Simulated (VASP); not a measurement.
# Pd3I (I4mm) in VASP: further runs

Runs on Pd3I. Level: PBE. Tasks: single point.

Everything below comes from runs of VASP 6.6.1. Logs are shortened: lines on timing, memory, paths and dates and some standing lists are left out, and cuts for length are marked.

## 1. The cell of the first run

It takes space group I4mm (No. 107, tetragonal). The conventional cell has a = 4.294 Å, b = 4.294 Å, c = 7.752 Å, α = 90.00°, β = 90.00°, γ = 90.00°. Within 3.9 Å of I (site symmetry 4mm) lie 14 Pd at 2.89 to 3.89 Å. Within 3.9 Å of Pd (site symmetry 4mm) lie 8 Pd at 2.89 to 2.90 Å and 6 I at 3.04 to 3.89 Å. Pd (site symmetry 2mm) has 10 Pd at 2.89 to 3.88 Å and 4 I at 2.89 Å within 3.9 Å.

## 2. Single point, PBE

Contents of INCAR:

```
SYSTEM = Pd3I
PREC = Accurate
ENCUT = 520
EDIFF = 1E-6
ISMEAR = 0
SIGMA = 0.05
LREAL = .FALSE.
LASPH = .TRUE.
NELM = 100
ALGO = Normal
ISIF = 2
LWAVE = .FALSE.
LCHARG = .TRUE.
GGA = PE
LELF = .TRUE.
LVHAR = .TRUE.
ISYM = 0
NBANDS = 26
```

Contents of KPOINTS:

```
Automatic mesh
0
G
  6 6 7
  0 0 0
```

Contents of POSCAR:

```
Pd3I
1.0
   -2.1469490000      2.1469490000      3.8759100000
    2.1469490000     -2.1469490000      3.8759100000
    2.1469490000      2.1469490000     -3.8759100000
I Pd
1 3
Direct
    0.0000000000      0.0000000000      0.0000000000
    0.5012900196      0.5012900196      0.0000000000
    0.2500000000      0.7500000000      0.5000000000
    0.7500000000      0.2500000000      0.5000000000
```

Potentials or basis: VASP PAW PBE potentials, release 64 (I, Pd).

Command:

```console
> cat potpaw_PBE.64/I/POTCAR potpaw_PBE.64/Pd/POTCAR > POTCAR
> mpirun -np 1 vasp_std > vasp.out
```

OUTCAR:

```text
SYSTEM = Pd3I
   PREC = Accurate
   ENCUT = 520
   EDIFF = 1E-6
   ISMEAR = 0
   LREAL = .FALSE.
   LASPH = .TRUE.
   NELM = 100
   ISIF = 2
   GGA = PE
   ISYM = 0

 ion  position               nearest neighbor table
   1  0.000  0.000  0.000-   4 2.89   3 2.89   3 2.89   4 2.89   3 2.89   4 2.89   4 2.89   3 2.89
                             2 3.04   2 3.04   2 3.04   2 3.04
   2  0.501  0.501  0.000-   3 2.89   4 2.89   3 2.89   4 2.89   3 2.90   4 2.90   3 2.90   4 2.90
                             1 3.04   1 3.04   1 3.04   1 3.04
   3  0.250  0.750  0.500-   2 2.89   2 2.89   1 2.89   1 2.89   1 2.89   1 2.89   2 2.90   2 2.90
                             4 3.04   4 3.04   4 3.04   4 3.04
   4  0.750  0.250  0.500-   2 2.89   2 2.89   1 2.89   1 2.89   1 2.89   1 2.89   2 2.90   2 2.90
                             3 3.04   3 3.04   3 3.04   3 3.04

IMPORTANT INFORMATION: All symmetrisations will be switched off!
NOSYMM: (Re-)initialisation of all symmetry stuff for point group C_1.

----------------------------------------------------------------------------------------

                                     Primitive cell

  volume of cell :      71.4623

  direct lattice vectors                    reciprocal lattice vectors
    -2.146949000  2.146949000  3.875910000     0.000000000  0.232888625  0.129001963
     2.146949000 -2.146949000  3.875910000     0.232888625  0.000000000  0.129001963
     2.146949000  2.146949000 -3.875910000     0.232888625  0.232888625  0.000000000

  length of vectors
     4.923561551  4.923561551  4.923561551     0.266230385  0.266230385  0.329354252

  position of ions in fractional coordinates (direct lattice)
     0.000000000  0.000000000  0.000000000
     0.501290020  0.501290020  0.000000000
     0.250000000  0.750000000  0.500000000
     0.750000000  0.250000000  0.500000000

  ion indices of the primitive-cell ions
   primitive index   ion index
                 1           1
                 2           2
                 3           3
                 4           4

----------------------------------------------------------------------------------------

 KPOINTS: Automatic mesh

Automatic generation of k-mesh.
 Grid dimensions read from file:
 generate k-points for:    6    6    7

 Generating k-lattice:

  Cartesian coordinates                     Fractional coordinates (reciprocal lattice)
     0.000000000  0.038814771  0.021500327     0.166666667  0.000000000  0.000000000
     0.038814771  0.000000000  0.021500327     0.000000000  0.166666667  0.000000000
     0.033269804  0.033269804  0.000000000     0.000000000  0.000000000  0.142857143

  Length of vectors
     0.044371731  0.044371731  0.047050607

  Shift w.r.t. Gamma in fractional coordinates (k-lattice)
     0.000000000  0.000000000  0.000000000

 -----------------------------------------------------------------------------
|                                                                             |
|           W    W    AA    RRRRR   N    N  II  N    N   GGGG   !!!           |
|           W    W   A  A   R    R  NN   N  II  NN   N  G    G  !!!           |
|           W    W  A    A  R    R  N N  N  II  N N  N  G       !!!           |
|           W WW W  AAAAAA  RRRRR   N  N N  II  N  N N  G  GGG   !            |
|           WW  WW  A    A  R   R   N   NN  II  N   NN  G    G                |
|           W    W  A    A  R    R  N    N  II  N    N   GGGG   !!!           |
|                                                                             |
|     Your reciprocal lattice and k-lattice belong to different lattice       |
|     classes:                                                                |
|                                                                             |
|        The reciprocal lattice is body-centered tetragonal,                  |
|        whereas your k-lattice is base-centered monoclinic.                  |
|                                                                             |
|     Results are often still useful ...                                      |
|                                                                             |
 -----------------------------------------------------------------------------

 WARNING: IBZKPT: internal override: KBLOWUP is changed to .FALSE.
      ... skipping the blow-up phase ...

 Subroutine IBZKPT returns following result:
 ===========================================

 Found    128 irreducible k-points:

 Following reciprocal coordinates:
            Coordinates               Weight
  0.000000  0.000000  0.000000      1.000000
  0.166667 -0.000000  0.000000      2.000000
  0.333333 -0.000000  0.000000      2.000000
  0.500000 -0.000000  0.000000      1.000000
 -0.000000  0.166667  0.000000      2.000000
  0.166667  0.166667  0.000000      2.000000
[... 16 lines left out ...]
  0.333333 -0.000000  0.142857      2.000000
  0.500000 -0.000000  0.142857      2.000000
 [... further k-points ...]
   k-points           NKPTS =    128   k-points in BZ     NKDIM =    128   number of bands    NBANDS=     26
   number of dos      NEDOS =    301   number of ions     NIONS =      4
   total plane-waves  NPLWV =  64000
   dimension x,y,z NGX =    40 NGY =   40 NGZ =   40
   dimension x,y,z NGXF=    80 NGYF=   80 NGZF=   80
   ions per type =               1   3
   NGX,Y,Z   is equivalent  to a cutoff of  13.51, 13.51, 13.51 a.u.
   NGXF,Y,Z  is equivalent  to a cutoff of  27.01, 27.01, 27.01 a.u.
 SYSTEM =  Pd3I
   PREC   = accura    normal or accurate (medium, high low for compatibility)
   ISTART =      0    job   : 0-new  1-cont  2-samecut
   ICHARG =      2    charge: 1-file 2-atom 10-const
   ISPIN  =      1    spin polarized calculation?
   LNONCOLLINEAR =      F non collinear calculations
   LSORBIT =      F    spin-orbit coupling
   LASPH  =      T    aspherical Exc in radial PAW
   ENCUT  =  520.0 eV  38.22 Ry    6.18 a.u.   9.15  9.15  9.15*2*pi/ulx,y,z
   NELM   =    100;   NELMIN=  2; NELMDL= -5     # of ELM steps
   EDIFF  = 0.1E-05   stopping-criterion for ELM
   LREAL  =      F    real-space projection
   EDIFFG = 0.1E-04   stopping-criterion for IOM
   NSW    =      0    number of steps for IOM
   IBRION =     -1    ionic relax: 0-MD 1-quasi-New 2-CG
   NFREE  =      0    steps in history (QN), initial steepest desc. (CG)
   ISIF   =      2    stress and relaxation
   ISYM   =      0    0-nonsym 1-usesym 2-fastsym
   POTIM  = 0.5000    time-step for ionic-motion
   TEBEG  =    0.0;   TEEND  =   0.0 temperature during run
   PSTRESS=    0.0 pullay stress
   NELECT =      37.0000    total number of electrons
   NUPDOWN=      -1.0000    fix difference up-down
   EMIN   =  10.00;   EMAX   =-10.00  energy-range for DOS
   EFERMI =   0.00;   METHOD = LEGACY
   ISMEAR =     0;   SIGMA  =   0.05  broadening in eV -4-tet -1-fermi 0-gaus
   EFERMI_NEDOS =   21; number of points for ismear=-14 and -15
   IALGO  =     38    algorithm
   IMIX   =      4    mixing-type and parameters
     AMIX     =   0.40;   BMIX     =  1.00
     AMIX_MAG =   1.60;   BMIX_MAG =  1.00
  volume/ion in A,a.u.               =      17.87       120.56
  Fermi-wavevector in a.u.,A,eV,Ry     =   1.314568  2.484173 23.512076  1.728089
  Thomas-Fermi vector in A             =   2.444812
   LORBIT       =      0    0 simple, 1 ext, 2 COOP (PROOUT), +10 PAW based schemes
   GGA     = PE    functional components
   LHFCALC =     F    Hartree Fock is set to
   AEXX    =    0.0000 exact exchange contribution
   IVDW    =     0    specifies the selected vdW correction
   LEPSILON=     F    determine dielectric tensor
   LRPA    =     F    only Hartree local field effects (RPA)
 non-spin polarized calculation
 Gauss-broadening in eV      SIGMA  =   0.05
  energy-cutoff  :      520.00
  volume of cell :       71.46
 maximum number of plane-waves:      1956
 NGX is ok and might be reduce to    40
   NGX = 19   NGY = 19   NGZ = 19

 number of electron      36.9999997 magnetization

 Free energy of the ion-electron system (eV)
  ---------------------------------------------------
  ext. energy  EPLUGINS =         0.00000000
  ---------------------------------------------------
  free energy    TOTEN  =       -16.48058700 eV

  energy without entropy =      -16.47721985  energy(sigma->0) =      -16.47890343

 E-fermi :   9.6302     XC(G=0): -12.1122

 val. band max:        9.6175665590   @ k =   0.1667  -0.3333   0.4286
 cond. band min:       9.6324607856   @ k =  -0.1667   0.1667   0.2857
 fundamental gap:      0.0148942266
 Fermi energy:         9.6302136474

 k-point     1 :       0.0000    0.0000    0.0000
  band No.  band energies     occupation
      1      -5.4278      2.00000
      2       3.9057      2.00000
      3       4.0854      2.00000
      4       4.0876      2.00000
      5       5.3378      2.00000
      6       5.7807      2.00000
[... 18 lines left out ...]
     25      16.3772      0.00000
     26      16.4976      0.00000

 k-point     2 :       0.1667   -0.0000    0.0000
  band No.  band energies     occupation
      1      -5.3311      2.00000
      2       3.5567      2.00000
      3       3.8713      2.00000
      4       4.0347      2.00000
      5       5.6363      2.00000
      6       6.0145      2.00000
[... 18 lines left out ...]
     25      17.2659      0.00000
     26      17.3110      0.00000

 k-point     3 :       0.3333   -0.0000    0.0000
  band No.  band energies     occupation
      1      -5.1272      2.00000
      2       2.8481      2.00000
      3       3.7483      2.00000
      4       3.9816      2.00000
      5       6.0954      2.00000
      6       6.3264      2.00000
[... 572 lines left out ...]
 k-point    23 :       0.3333   -0.0000    0.1429
  band No.  band energies     occupation
      1      -5.0061      2.00000
      2       2.6739      2.00000
      3       3.7406      2.00000
      4       3.9032      2.00000
      5       6.1788      2.00000
      6       6.3293      2.00000
[... 18 lines left out ...]
     25      17.8201      0.00000
     26      18.2031      0.00000

 k-point    24 :       0.5000   -0.0000    0.1429
  band No.  band energies     occupation
      1      -5.0446      2.00000
      2       2.8474      2.00000
      3       3.6945      2.00000
      4       3.9208      2.00000
      5       6.1382      2.00000
      6       6.2266      2.00000
[... 18 lines left out ...]
     25      17.6754      0.00000
     26      18.5143      0.00000

 [... further k-points ...]

------------------------ aborting loop because EDIFF is reached ----------------------------------------

  FORCE on cell =-STRESS in cart. coord.  units (eV):
  Direction    XX          YY          ZZ          XY          YZ          ZX
  --------------------------------------------------------------------------------------
  -------------------------------------------------------------------------------------
  Total       -0.1596403     -0.1596718     -0.3826589     -0.0475360      0.0260127      0.0260121
  in kB       -3.5791172     -3.5798232     -8.5791700     -1.0657523      0.5832020      0.5831877
  external PRESSURE =      -5.2460368 kB  Pullay stress =       0.0000000 kB

 VOLUME and BASIS-vectors are now :
 -----------------------------------------------------------------------------
  energy-cutoff  :      520.00
  volume of cell :       71.46
      direct lattice vectors                 reciprocal lattice vectors
    -2.146949000  2.146949000  3.875910000     0.000000000  0.232888625  0.129001963
     2.146949000 -2.146949000  3.875910000     0.232888625  0.000000000  0.129001963
     2.146949000  2.146949000 -3.875910000     0.232888625  0.232888625  0.000000000

 POSITION                                       TOTAL-FORCE (eV/Angst)
 -----------------------------------------------------------------------------------
      0.00000      0.00000      0.00000         0.000170      0.000174     -0.013065
      0.00000      0.00000      3.88591        -0.000405     -0.000409     -0.043252
      2.14695      0.00000      1.93796         0.003309     -0.003073      0.028158
      0.00000      2.14695      1.93796        -0.003074      0.003308      0.028159
 -----------------------------------------------------------------------------------
    total drift:                                0.000000      0.000000      0.000020

  FREE ENERGIE OF THE ION-ELECTRON SYSTEM (eV)
  ---------------------------------------------------
  free  energy   TOTEN  =       -16.4805870033 eV

  energy  without entropy=      -16.4772198506  energy(sigma->0) =      -16.47890343
```

Wall time 3.2 min (1 thread of Intel Xeon Platinum 8375C at 2.90GHz (Ice Lake), shared host); peak memory 0.38 GiB.

What came out:

| Item | Value |
| --- | --- |
| Free energy | -16.4806 eV |
| Pressure | -0.5 GPa |
| Largest force | 0.043 eV/Å |
| Band gap on the k mesh | zero (an odd number of electrons rules out a gap without spin polarisation) |

Forces in eV/Å, atoms in the order of the input:
```
I    0.000  0.000 -0.013
Pd   0.000  0.000 -0.043
Pd   0.003 -0.003  0.028
Pd  -0.003  0.003  0.028
```

Stress tensor (GPa, compression positive):
```
-0.36 -0.11  0.06
-0.11 -0.36  0.06
 0.06  0.06 -0.86
```

Caveat: spin-orbit coupling is left out, which moves the levels of the heavy elements; an odd number of electrons without spin polarisation forces a metal; a magnetic or distorted state may lie lower.

## 3. Single point, PBE

Contents of INCAR:

```
ALGO     = Normal         # electronic algorithm
EDIFF    = 1E-6           # SCF threshold, eV
ENCUT    = 520            # plane-wave cutoff, eV
GGA      = PE             # functional
ISIF     = 2              # what is computed and relaxed
ISMEAR   = 0              # smearing method
ISYM     = 0            
LASPH    = True           # aspherical terms in the spheres
LCHARG   = False          # write CHGCAR
LREAL    = False          # projectors in reciprocal space
LWAVE    = False          # write WAVECAR
NBANDS   = 26             # bands
NELM     = 100            # most SCF steps
PREC     = Accurate       # precision mode
SIGMA    = 0.05           # smearing width, eV
```

Contents of KPOINTS:

```
k-points
0
Gamma
  6 6 7
```

Changes to POSCAR since step 2:

```diff
@@ -9,3 +9,3 @@
     0.0000000000      0.0000000000      0.0000000000
-    0.5012900196      0.5012900196      0.0000000000
+    0.4987099804      0.4987099804      0.0000000000
     0.2500000000      0.7500000000      0.5000000000
```

Potentials or basis: VASP PAW PBE potentials, release 64 (I, Pd).

Command:

```console
> cat potpaw_PBE.64/I/POTCAR potpaw_PBE.64/Pd/POTCAR > POTCAR
> mpirun -np 1 vasp_std > vasp.out
```

OUTCAR:

```text
EDIFF = 1E-6
   ENCUT = 520
   GGA = PE
   ISIF = 2
   ISMEAR = 0
   ISYM = 0
   LASPH = True
   LREAL = False
   NELM = 100
   PREC = Accurate

 ion  position               nearest neighbor table
   1  0.000  0.000  0.000-   4 2.89   3 2.89   3 2.89   4 2.89   3 2.89   4 2.89   4 2.89   3 2.89
                             2 3.04   2 3.04   2 3.04   2 3.04
   2  0.499  0.499  0.000-   3 2.89   4 2.89   3 2.89   4 2.89   3 2.90   4 2.90   3 2.90   4 2.90
                             1 3.04   1 3.04   1 3.04   1 3.04
   3  0.250  0.750  0.500-   2 2.89   2 2.89   1 2.89   1 2.89   1 2.89   1 2.89   2 2.90   2 2.90
                             4 3.04   4 3.04   4 3.04   4 3.04
   4  0.750  0.250  0.500-   2 2.89   2 2.89   1 2.89   1 2.89   1 2.89   1 2.89   2 2.90   2 2.90
                             3 3.04   3 3.04   3 3.04   3 3.04

IMPORTANT INFORMATION: All symmetrisations will be switched off!
NOSYMM: (Re-)initialisation of all symmetry stuff for point group C_1.

----------------------------------------------------------------------------------------

                                     Primitive cell

  volume of cell :      71.4623

  direct lattice vectors                    reciprocal lattice vectors
    -2.146949000  2.146949000  3.875910000     0.000000000  0.232888625  0.129001963
[... 168 lines left out ...]
 k-point     1 :       0.0000    0.0000    0.0000
  band No.  band energies     occupation
      1      -5.4278      2.00000
      2       3.9057      2.00000
      3       4.0854      2.00000
      4       4.0876      2.00000
      5       5.3378      2.00000
      6       5.7807      2.00000
[... 685 lines left out ...]
     25      17.6754      0.00000
     26      18.5143      0.00000

 [... further k-points ...]

------------------------ aborting loop because EDIFF is reached ----------------------------------------

  FORCE on cell =-STRESS in cart. coord.  units (eV):
  Direction    XX          YY          ZZ          XY          YZ          ZX
  --------------------------------------------------------------------------------------
  -------------------------------------------------------------------------------------
  Total       -0.1591167     -0.1590770     -0.3821124     -0.0475362      0.0260132      0.0260116
  in kB       -3.5673778     -3.5664889     -8.5669185     -1.0657560      0.5832132      0.5831766
  external PRESSURE =      -5.2335951 kB  Pullay stress =       0.0000000 kB

 VOLUME and BASIS-vectors are now :
 -----------------------------------------------------------------------------
  energy-cutoff  :      520.00
  volume of cell :       71.46
      direct lattice vectors                 reciprocal lattice vectors
    -2.146949000  2.146949000  3.875910000     0.000000000  0.232888625  0.129001963
     2.146949000 -2.146949000  3.875910000     0.232888625  0.000000000  0.129001963
     2.146949000  2.146949000 -3.875910000     0.232888625  0.232888625  0.000000000

 POSITION                                       TOTAL-FORCE (eV/Angst)
 -----------------------------------------------------------------------------------
      0.00000      0.00000      0.00000        -0.000174     -0.000170      0.013067
      0.00000      0.00000      3.86591         0.000409      0.000405      0.043253
      2.14695      0.00000      1.93796         0.003073     -0.003307     -0.028159
      0.00000      2.14695      1.93796        -0.003308      0.003073     -0.028160
 -----------------------------------------------------------------------------------
    total drift:                                0.000000      0.000000     -0.000019

  FREE ENERGIE OF THE ION-ELECTRON SYSTEM (eV)
  ---------------------------------------------------
  free  energy   TOTEN  =       -16.4805870056 eV

  energy  without entropy=      -16.4772198400  energy(sigma->0) =      -16.47890342
```

OSZICAR:

```text
N       E                     dE             d eps       ncg     rms          rms(c)
DAV:   1     0.219296325999E+03    0.21930E+03   -0.17559E+04  6656   0.131E+03
DAV:   2    -0.981939854690E+01   -0.22912E+03   -0.21834E+03  7038   0.293E+02
DAV:   3    -0.169418075926E+02   -0.71224E+01   -0.70067E+01  7908   0.513E+01
DAV:   4    -0.170092113185E+02   -0.67404E-01   -0.67329E-01  7212   0.520E+00
DAV:   5    -0.170101444655E+02   -0.93315E-03   -0.93313E-03  7468   0.658E-01    0.165E+01
DAV:   6    -0.165449470089E+02    0.46520E+00   -0.52179E-01  6798   0.537E+00    0.990E+00
DAV:   7    -0.165572790062E+02   -0.12332E-01   -0.83797E-01  7072   0.905E+00    0.528E+00
DAV:   8    -0.164880645166E+02    0.69214E-01   -0.25160E-01  6908   0.721E+00    0.335E+00
DAV:   9    -0.164829410353E+02    0.51235E-02   -0.23468E-02  7020   0.152E+00    0.184E+00
DAV:  10    -0.164808158409E+02    0.21252E-02   -0.10152E-02  6746   0.711E-01    0.615E-01
DAV:  11    -0.164805916510E+02    0.22419E-03   -0.10236E-03  6840   0.225E-01    0.240E-01
DAV:  12    -0.164805879966E+02    0.36544E-05   -0.23056E-05  7286   0.328E-02    0.586E-02
DAV:  13    -0.164805870056E+02    0.99105E-06   -0.52465E-06  7098   0.162E-02
   1 F= -.16480587E+02 E0= -.16478903E+02  d E =-.336717E-02
```

Wall time 3.3 min (1 thread of Intel Xeon Platinum 8375C at 2.90GHz (Ice Lake), shared host); peak memory 0.38 GiB.

What came out:

```yaml
Free_energy: -16.4806 eV
Pressure: -0.5 GPa
Largest_force: 0.043 eV/Å
Band_gap_on_the_k_mesh: zero (an odd number of electrons rules out a gap without spin polarisation)
```

Forces on the atoms (eV/Å):
```
I    0.000  0.000  0.013
Pd   0.000  0.000  0.043
Pd   0.003 -0.003 -0.028
Pd  -0.003  0.003 -0.028
```

Caveat: spin-orbit coupling is left out, which moves the levels of the heavy elements; an odd number of electrons without spin polarisation forces a metal; a magnetic or distorted state may lie lower.
